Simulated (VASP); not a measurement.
A run of VASP 6.6.1 is set up as follows.

The input INCAR:

```
  PREC = Accurate
  ENCUT = 600
  EDIFF = 1E-6
  ISMEAR = 0
  SIGMA = 0.01
  LREAL = F
  LASPH = T
  NELM = 60
  ALGO = Normal
  ISIF = 3
  LWAVE = F
  LCHARG = F
  IBRION = 2
  NSW = 100
  EDIFFG = -0.002
  PSTRESS = 40.0
```

Contents of KPOINTS:

```
regular mesh
0
Gamma
  10 10 4
```

File POSCAR:

```
C
1.0
    2.4448953134      0.0000000000      0.0000000000
   -1.2224476567      2.1173414510      0.0000000000
    0.0000000000      0.0000000000      6.6540256864
C
4
Direct
    0.0000000000      0.0000000000      0.0024999774
    0.0000000000      0.0000000000      0.5024999774
    0.3333333333      0.6666666667      0.0025000226
    0.6666666667      0.3333333333      0.5025000226
```

Potentials or basis: VASP PAW LDA potentials, release 64 (C).

The run is started by

```bash
$ cat potpaw_LDA.64/C/POTCAR > POTCAR
$ mpirun -np 1 vasp_std > vasp.out
```

What does it give for the relaxed volume?

7.89 Å³/atom.

What does it give for the relaxed cell?

a = 2.438 Å, b = 2.438 Å, c = 6.131 Å, α = 90.00°, β = 90.00°, γ = 120.00°.

Predict the band gap on the k mesh.

0.81 eV, direct.

What does it give for the space group after relaxing (to 0.05 Å)?

P6_3/mmc (No. 194).

Step by step:
```csv
step,energy change (eV),largest force (eV/Å),pressure (GPa),volume (Å³)
1,0.0000,0.0000,0.32,34.45
2,0.0241,0.0000,8.45,33.47
3,0.0066,0.0000,4.33,33.95
4,0.0063,0.0000,4.29,33.50
5,0.0164,0.0000,4.44,32.16
6,0.1274,0.0000,6.14,29.46
7,0.0251,0.0000,4.57,31.69
8,0.0293,0.0000,4.64,31.51
9,0.0240,0.0000,1.67,31.79
10,0.0277,0.0000,4.01,31.57
11,0.0277,0.0000,3.99,31.57
```

Caveat: the cell is relaxed towards a set pressure, so the enthalpy falls and the energy may rise. Zero-point motion and thermal expansion aren't in these numbers.
